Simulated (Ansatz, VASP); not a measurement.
**Ti: VASP beside Ansatz**

The input INCAR:

```
SYSTEM = Ti
PREC = Accurate
ENCUT = 520
EDIFF = 1E-6
ISMEAR = 0
SIGMA = 0.15
LREAL = .False.
LASPH = .True.
NELM = 60
ALGO = Fast
ISIF = 2
LWAVE = .False.
LCHARG = .False.
GGA = PE
NBANDS = 12
```

The input KPOINTS:

```
regular mesh
0
Gamma
  22 22 22
  0 0 0
```

File POSCAR:

```
Ti
1.0
   -1.8943961198      1.8943961198      1.2313574779
    1.8943961198     -1.8943961198      1.2313574779
    1.8943961198      1.8943961198     -1.2313574779
Ti
1
Direct
    0.0000000000      0.0000000000      0.0000000000
```

Input for Ansatz:

```yaml
crystal:
  lattice:
    - [-1.8943961198, 1.8943961198, 1.2313574779]
    - [1.8943961198, -1.8943961198, 1.2313574779]
    - [1.8943961198, 1.8943961198, -1.2313574779]
  atoms:
    - { symbol: Ti, position: [0.0, 0.0, 0.0] }
basis:
  ecutwfc: 420
kpoints:
  mp_grid: { grid: [22, 22, 22] }
hamiltonian:
  xc: pbe
scf:
  occupations: { method: gaussian, width: 0.15 }
output:
  forces: true
  stress: true
  eigenvalues: true
```

Alike in both runs: task single point; functional PBE; k mesh 22 × 22 × 22; occupations gaussian, width 0.15 eV; no spin polarisation.

```csv
,VASP,Ansatz
version,VASP 6.6.1,Ansatz 0.2.0
potentials or method,"VASP PAW PBE potentials, release 64 (Ti_sv), cutoff 520 eV","scalar-relativistic, plane waves, PAW"
valence electrons in the cell,12,12
```

```tsv
	VASP	Ansatz	Ansatz less VASP
gap on the k mesh at the Fermi level (eV)	none	none	-
pressure (GPa)	-0.9	-0.7	+0.12
traceless stress, the component that is largest in VASP (GPa)	14.66	14.57	-0.089
```

A gap of «none» marks a metal or a gap that the smearing closes. With one functional, cell and mesh, what is left measures potentials, basis and numerics.
